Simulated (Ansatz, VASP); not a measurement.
One calculation of ScAgTe2, two programs

```
Ag Te Sc
1.0
     4.11927    0.00000    0.00000
     0.00000    4.11927    0.00000
     0.00000    0.00000   12.32941
Ag Te Sc
2 4 2
Direct
  0.50000 0.00000 0.87803
  0.00000 0.50000 0.12197
  0.50000 0.00000 0.13026
  0.00000 0.50000 0.39442
  0.50000 0.00000 0.60558
  0.00000 0.50000 0.86974
  0.50000 0.00000 0.35531
  0.00000 0.50000 0.64469
```

Alike in both runs: task single point; functional r2SCAN; dispersion rVV10; k mesh 8 × 8 × 2; occupations fermi-dirac, width 0.03 eV; no spin polarisation.

```csv
,VASP,Ansatz
version,VASP 6.6.1,Ansatz 0.2.0
potentials or method,"VASP PAW PBE potentials, release 64 (Ag, Te, Sc_sv)","plane waves, PAW"
plane-wave cutoff (eV),520,500
valence electrons in the cell,68,124
```

Ansatz gave:

- pressure (GPa): 0.0
- rms of the force components (eV/Å): 0.006

**Question.** What did VASP give for the same quantities?

**Answer.** Pressure (GPa): 0.3; rms of the force components (eV/Å): 0.008.

VASP's potentials were made for PBE, not for r2SCAN. VASP's potentials hold 68 valence electrons a cell and Ansatz's 124, so a difference there can come from the potentials and not from the codes.

Neither program's run includes spin-orbit coupling.
